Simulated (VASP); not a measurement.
# SnO2 (Pnnm) in VASP: a series of runs

Runs on SnO2. Level: r2SCAN. Tasks: single point.

Program: VASP 6.6.1. These are calculated values, not measurements. Logs are shortened: lines on timing, memory, paths and dates and some standing lists are left out, and cuts for length are marked.

## (1) The cell of the first run

It takes space group Pnnm (No. 58, orthorhombic). Conventional cell: a = 4.740 Å, b = 4.817 Å, c = 3.208 Å, α = 90.00°, β = 90.00°, γ = 90.00°. Sn (site symmetry 2/m) has 6 O at 2.07 Å within 2.7 Å. O (site symmetry m) has 3 Sn at 2.07 Å and 1 O at 2.62 Å within 2.7 Å.

## (2) Single point, r2SCAN

File POSCAR:

```
SnO2
1.0
    4.7396370164      0.0000000000      0.0000000000
    0.0000000000      4.8174212450      0.0000000000
    0.0000000000      0.0000000000      3.2081594182
Sn O
2 4
Direct
    0.0000000000      0.0000000000      0.0000000000
    0.5000000000      0.5000000000      0.5000000000
    0.7081450000      0.6789580000      0.0000000000
    0.2081450000      0.8210420000      0.5000000000
    0.7918550000      0.1789580000      0.5000000000
    0.2918550000      0.3210420000      0.0000000000
```

File INCAR.step1:

```
PREC = Accurate
ENCUT = 520
ISMEAR = 0
SIGMA = 0.02
LREAL = False
LASPH = True
NELM = 100
NBANDS = 35
GGA = PE
ALGO = Normal
EDIFF = 1E-4
LWAVE = True
LCHARG = False
```

File INCAR.step2:

```
PREC = Accurate
ENCUT = 520
EDIFF = 1E-7
ISMEAR = 0
SIGMA = 0.02
LREAL = False
LASPH = True
NELM = 100
ALGO = Normal
ISIF = 2
LWAVE = False
LCHARG = True
METAGGA = R2SCAN
LMIXTAU = True
LELF = True
LVHAR = True
NBANDS = 35
ISTART = 1
```

File KPOINTS:

```
Automatic mesh
0
Gamma
  8 6 10
```

Potentials or basis: VASP PAW PBE potentials, release 64 (Sn_d, O).

Started as:

```bash
> cat potpaw_PBE.64/Sn_d/POTCAR potpaw_PBE.64/O/POTCAR > POTCAR
> cp INCAR.step1 INCAR
> mpirun -np 1 vasp_std > vasp.out
> cp INCAR.step2 INCAR
> mpirun -np 1 vasp_std > vasp.out
```

OUTCAR:

```text
PREC = Accurate
   ENCUT = 520
   EDIFF = 1E-7
   ISMEAR = 0
   LREAL = False
   LASPH = True
   NELM = 100
   ISIF = 2
   METAGGA = R2SCAN
   ISTART = 1

 ion  position               nearest neighbor table
   1  0.000  0.000  0.000-   4 2.07   5 2.07   4 2.07   5 2.07   3 2.07   6 2.07   2 3.74   2 3.74
                             2 3.74   2 3.74   2 3.74   2 3.74   2 3.74   2 3.74
   2  0.500  0.500  0.500-   3 2.07   6 2.07   3 2.07   6 2.07   5 2.07   4 2.07   1 3.74   1 3.74
                             1 3.74   1 3.74   1 3.74   1 3.74   1 3.74   1 3.74
   3  0.708  0.679  0.000-   2 2.07   2 2.07   1 2.07
   4  0.208  0.821  0.500-   1 2.07   1 2.07   2 2.07
   5  0.792  0.179  0.500-   1 2.07   1 2.07   2 2.07
   6  0.292  0.321  0.000-   2 2.07   2 2.07   1 2.07

  LATTYP: Found a simple orthorhombic cell.
 ALAT       =     3.2081594182
 B/A-ratio  =     1.4773695439
 C/A-ratio  =     1.5016152931

  Lattice vectors:

 A1 = (   0.0000000000,   0.0000000000,   3.2081594182)
 A2 = (   4.7396370164,   0.0000000000,   0.0000000000)
 A3 = (   0.0000000000,   4.8174212450,   0.0000000000)

Analysis of symmetry for initial positions (statically):
=====================================================================
 Subroutine PRICEL returns:
 Original cell was already a primitive cell.

 Routine SETGRP: Setting up the symmetry group for a
 simple orthorhombic supercell.

 Subroutine GETGRP returns: Found  8 space group operations
 (whereof  4 operations were pure point group operations)
 out of a pool of  8 trial point group operations.

The static configuration has the point symmetry C_2h.
 The point group associated with its full space group is D_2h.

Analysis of symmetry for dynamics (positions and initial velocities):
=====================================================================
 Subroutine PRICEL returns:
 Original cell was already a primitive cell.

 Routine SETGRP: Setting up the symmetry group for a
 simple orthorhombic supercell.

 Subroutine GETGRP returns: Found  8 space group operations
 (whereof  4 operations were pure point group operations)
 out of a pool of  8 trial point group operations.

The dynamic configuration has the point symmetry C_2h.
 The point group associated with its full space group is D_2h.

 Subroutine INISYM returns: Found  8 space group operations
 (whereof  4 operations are pure point group operations),
 and found     1 'primitive' translations

----------------------------------------------------------------------------------------

                                     Primitive cell

  volume of cell :      73.2514

  direct lattice vectors                    reciprocal lattice vectors
     4.739637016  0.000000000  0.000000000     0.210986621  0.000000000  0.000000000
     0.000000000  4.817421245  0.000000000     0.000000000  0.207579937  0.000000000
     0.000000000  0.000000000  3.208159418     0.000000000  0.000000000  0.311705208

  length of vectors
     4.739637016  4.817421245  3.208159418     0.210986621  0.207579937  0.311705208

  position of ions in fractional coordinates (direct lattice)
     0.000000000  0.000000000  0.000000000
     0.500000000  0.500000000  0.500000000
     0.708145000  0.678958000  0.000000000
     0.208145000  0.821042000  0.500000000
     0.791855000  0.178958000  0.500000000
     0.291855000  0.321042000  0.000000000

  ion indices of the primitive-cell ions
   primitive index   ion index
                 1           1
                 2           2
                 3           3
                 4           4
                 5           5
                 6           6

----------------------------------------------------------------------------------------

 KPOINTS: Automatic mesh

Automatic generation of k-mesh.
 Grid dimensions read from file:
 generate k-points for:    8    6   10

 Generating k-lattice:

  Cartesian coordinates                     Fractional coordinates (reciprocal lattice)
     0.026373328  0.000000000  0.000000000     0.125000000  0.000000000  0.000000000
     0.000000000  0.034596656  0.000000000     0.000000000  0.166666667  0.000000000
     0.000000000  0.000000000  0.031170521     0.000000000  0.000000000  0.100000000

  Length of vectors
     0.026373328  0.034596656  0.031170521

  Shift w.r.t. Gamma in fractional coordinates (k-lattice)
     0.000000000  0.000000000  0.000000000

 Subroutine IBZKPT returns following result:
 ===========================================

 Found    120 irreducible k-points:

 Following reciprocal coordinates:
            Coordinates               Weight
  0.000000  0.000000  0.000000      1.000000
  0.125000  0.000000  0.000000      2.000000
  0.250000  0.000000  0.000000      2.000000
  0.375000  0.000000  0.000000      2.000000
  0.500000  0.000000  0.000000      1.000000
  0.000000  0.166667  0.000000      2.000000
[... 16 lines left out ...]
  0.250000  0.000000  0.100000      4.000000
  0.375000  0.000000  0.100000      4.000000
 [... further k-points ...]
   k-points           NKPTS =    120   k-points in BZ     NKDIM =    120   number of bands    NBANDS=     35
   number of dos      NEDOS =    301   number of ions     NIONS =      6
   total plane-waves  NPLWV =  31104
   dimension x,y,z NGX =    36 NGY =   36 NGZ =   24
   dimension x,y,z NGXF=    72 NGYF=   72 NGZF=   48
   ions per type =               2   4
   NGX,Y,Z   is equivalent  to a cutoff of  12.63, 12.42, 12.44 a.u.
   NGXF,Y,Z  is equivalent  to a cutoff of  25.25, 24.85, 24.87 a.u.
 SYSTEM =  unknown system
   PREC   = accura    normal or accurate (medium, high low for compatibility)
   ISTART =      1    job   : 0-new  1-cont  2-samecut
   ICHARG =      0    charge: 1-file 2-atom 10-const
   ISPIN  =      1    spin polarized calculation?
   LNONCOLLINEAR =      F non collinear calculations
   LSORBIT =      F    spin-orbit coupling
   LASPH  =      T    aspherical Exc in radial PAW
   ENCUT  =  520.0 eV  38.22 Ry    6.18 a.u.   8.81  8.96  5.97*2*pi/ulx,y,z
   NELM   =    100;   NELMIN=  2; NELMDL=  0     # of ELM steps
   EDIFF  = 0.1E-06   stopping-criterion for ELM
   LREAL  =      F    real-space projection
   EDIFFG = 0.1E-05   stopping-criterion for IOM
   NSW    =      0    number of steps for IOM
   IBRION =     -1    ionic relax: 0-MD 1-quasi-New 2-CG
   NFREE  =      0    steps in history (QN), initial steepest desc. (CG)
   ISIF   =      2    stress and relaxation
   ISYM   =      2    0-nonsym 1-usesym 2-fastsym
   POTIM  = 0.5000    time-step for ionic-motion
   TEBEG  =    0.0;   TEEND  =   0.0 temperature during run
   PSTRESS=    0.0 pullay stress
   NELECT =      52.0000    total number of electrons
   NUPDOWN=      -1.0000    fix difference up-down
   EMIN   =  10.00;   EMAX   =-10.00  energy-range for DOS
   EFERMI =   0.00;   METHOD = LEGACY
   ISMEAR =     0;   SIGMA  =   0.02  broadening in eV -4-tet -1-fermi 0-gaus
   EFERMI_NEDOS =   21; number of points for ismear=-14 and -15
   IALGO  =     38    algorithm
   IMIX   =      4    mixing-type and parameters
     AMIX     =   0.40;   BMIX     =  1.00
     AMIX_MAG =   1.60;   BMIX_MAG =  1.00
  volume/ion in A,a.u.               =      12.21        82.39
  Fermi-wavevector in a.u.,A,eV,Ry     =   1.460396  2.759749 29.017926  2.132757
  Thomas-Fermi vector in A             =   2.576851
   LORBIT       =      0    0 simple, 1 ext, 2 COOP (PROOUT), +10 PAW based schemes
   METAGGA = R2SCAN    functional components
   LHFCALC =     F    Hartree Fock is set to
   AEXX    =    0.0000 exact exchange contribution
   IVDW    =     0    specifies the selected vdW correction
   LEPSILON=     F    determine dielectric tensor
   LRPA    =     F    only Hartree local field effects (RPA)
 non-spin polarized calculation
 Gauss-broadening in eV      SIGMA  =   0.02
  energy-cutoff  :      520.00
  volume of cell :       73.25
 maximum number of plane-waves:      2008
 NGX is ok and might be reduce to    36
   NGX = 17   NGY = 17   NGZ = 11

 number of electron      52.0000010 magnetization

 Free energy of the ion-electron system (eV)
  ---------------------------------------------------
  ext. energy  EPLUGINS =         0.00000000
  ---------------------------------------------------
  free energy    TOTEN  =       -84.61433354 eV

  energy without entropy =      -84.61433354  energy(sigma->0) =      -84.61433354

 E-fermi :   5.5403     XC(G=0): -11.9156

 val. band max:        5.3723811676   @ k =   0.0000   0.0000   0.0000
 cond. band min:       7.1302642809   @ k =   0.0000   0.0000   0.0000
 fundamental gap:      1.7578831134
 Fermi energy:         5.5402915386

 k-point     1 :       0.0000    0.0000    0.0000
  band No.  band energies     occupation
      1     -16.2679      2.00000
      2     -15.3984      2.00000
      3     -15.1123      2.00000
      4     -15.1084      2.00000
      5     -15.0882      2.00000
      6     -15.0316      2.00000
[... 27 lines left out ...]
     34      18.5434      0.00000
     35      18.6368      0.00000

 k-point     2 :       0.1250    0.0000    0.0000
  band No.  band energies     occupation
      1     -16.2421      2.00000
      2     -15.4290      2.00000
      3     -15.1113      2.00000
      4     -15.1077      2.00000
      5     -15.0889      2.00000
      6     -15.0562      2.00000
[... 27 lines left out ...]
     34      18.5315      0.00000
     35      18.6462      0.00000

 k-point     3 :       0.2500    0.0000    0.0000
  band No.  band energies     occupation
      1     -16.1659      2.00000
      2     -15.5340      2.00000
      3     -15.1089      2.00000
      4     -15.1060      2.00000
      5     -15.0915      2.00000
      6     -15.0912      2.00000
[... 27 lines left out ...]
     34      18.5578      0.00000
     35      18.7407      0.00000
[... 723 lines left out ...]
 k-point    23 :       0.2500    0.0000    0.1000
  band No.  band energies     occupation
      1     -16.1235      2.00000
      2     -15.5112      2.00000
      3     -15.2436      2.00000
      4     -15.2313      2.00000
      5     -15.0621      2.00000
      6     -15.0325      2.00000
[... 27 lines left out ...]
     34      18.6083      0.00000
     35      18.6252      0.00000

 k-point    24 :       0.3750    0.0000    0.1000
  band No.  band energies     occupation
      1     -16.0084      2.00000
      2     -15.6831      2.00000
      3     -15.2422      2.00000
      4     -15.2346      2.00000
      5     -15.0529      2.00000
      6     -15.0353      2.00000
[... 27 lines left out ...]
     34      18.8237      0.00000
     35      18.8809      0.00000

 [... further k-points ...]

------------------------ aborting loop because EDIFF is reached ----------------------------------------

  FORCE on cell =-STRESS in cart. coord.  units (eV):
  Direction    XX          YY          ZZ          XY          YZ          ZX
  --------------------------------------------------------------------------------------
  -------------------------------------------------------------------------------------
  Total       -0.5958772     -0.7558919     -0.5198688      0.0000000      0.0000000      0.0000000
  in kB      -13.0332186    -16.5331137    -11.3707389      0.0000000      0.0000000      0.0000000
  external PRESSURE =     -13.6456904 kB  Pullay stress =       0.0000000 kB

 VOLUME and BASIS-vectors are now :
 -----------------------------------------------------------------------------
  energy-cutoff  :      520.00
  volume of cell :       73.25
      direct lattice vectors                 reciprocal lattice vectors
     4.739637016  0.000000000  0.000000000     0.210986621  0.000000000  0.000000000
     0.000000000  4.817421245  0.000000000     0.000000000  0.207579937  0.000000000
     0.000000000  0.000000000  3.208159418     0.000000000  0.000000000  0.311705208

 POSITION                                       TOTAL-FORCE (eV/Angst)
 -----------------------------------------------------------------------------------
      0.00000      0.00000      0.00000         0.000000      0.000000      0.000000
      2.36982      2.40871      1.60408         0.000000      0.000000      0.000000
      3.35635      3.27083      0.00000         0.001294      0.118614     -0.000000
      0.98653      3.95531      1.60408         0.001294     -0.118614     -0.000000
      3.75311      0.86212      1.60408        -0.001294      0.118614      0.000000
      1.38329      1.54659      0.00000        -0.001294     -0.118614      0.000000
 -----------------------------------------------------------------------------------
    total drift:                                0.000000      0.000000      0.000000

  FREE ENERGIE OF THE ION-ELECTRON SYSTEM (eV)
  ---------------------------------------------------
  free  energy   TOTEN  =       -84.6143335371 eV

  energy  without entropy=      -84.6143335371  energy(sigma->0) =      -84.61433354
```

Wall time 9.2 min (1 thread of AMD EPYC 9R45 (Zen 5), shared host); peak memory 0.32 GiB.

What came out:

| Property | Result |
| --- | --- |
| Free energy | -84.6143 eV |
| Pressure | -1.4 GPa |
| Largest force | 0.119 eV/Å |
| Band gap on the k mesh | 1.76 eV |

Forces on the atoms (eV/Å):
```
Sn   0.000  0.000  0.000
Sn   0.000  0.000  0.000
O    0.001  0.119  0.000
O    0.001 -0.119  0.000
O   -0.001  0.119  0.000
O   -0.001 -0.119  0.000
```

Caveat: the PAW data sets were made with another functional, which shifts forces and pressure a little; spin-orbit coupling is left out, which moves the levels of the heavy elements. A k mesh can miss the band edges.

[end of part 1 of 2]
